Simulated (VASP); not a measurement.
A run of VASP 6.6.1:

File INCAR:

```
SYSTEM = LiMg
PREC     = Accurate       ! precision mode
ENCUT    = 600            ! plane-wave cutoff, eV
EDIFF    = 1E-8           ! SCF threshold, eV
ISMEAR   = -1             ! smearing method
SIGMA    = 0.15           ! smearing width, eV
LREAL    = .False.        ! projectors in reciprocal space
LASPH    = .True.         ! aspherical terms in the spheres
NELM     = 60             ! most SCF steps
ALGO     = Normal         ! electronic algorithm
ISIF     = 3              ! what is computed and relaxed
LWAVE    = .False.        ! write WAVECAR
LCHARG   = .False.        ! write CHGCAR
GGA      = CA             ! functional
IBRION   = 6              ! ionic algorithm
NFREE    = 2            
POTIM    = 0.015          ! step
NSW      = 1              ! ionic steps
```

KPOINTS

```
regular mesh
0
Gamma
  12 12 12
  0 0 0
```

The input POSCAR:

```
LiMg
1.0
    3.3591980026      0.0000000000      0.0000000000
    0.0000000000      3.3591980026      0.0000000000
    0.0000000000      0.0000000000      3.3591980026
Li Mg
1 1
Direct
    0.0000000000      0.0000000000      0.0000000000
    0.5000000000      0.5000000000      0.5000000000
```

Potentials or basis: VASP PAW LDA potentials, release 64 (Li_sv, Mg).

Launch:

```sh
$ cat potpaw_LDA.64/Li_sv/POTCAR potpaw_LDA.64/Mg/POTCAR > POTCAR
$ mpirun -np 1 vasp_std > vasp.out
```

Hardware: 1 thread of Intel Xeon 8259CL, with other jobs on the host.

Task: Estimate the wall time of this run.

Result: Run time: 11 min on 1 thread of Intel Xeon 8259CL (shared host), peak memory 0.41 GiB. Counts: scf iterations 128, k points 84.
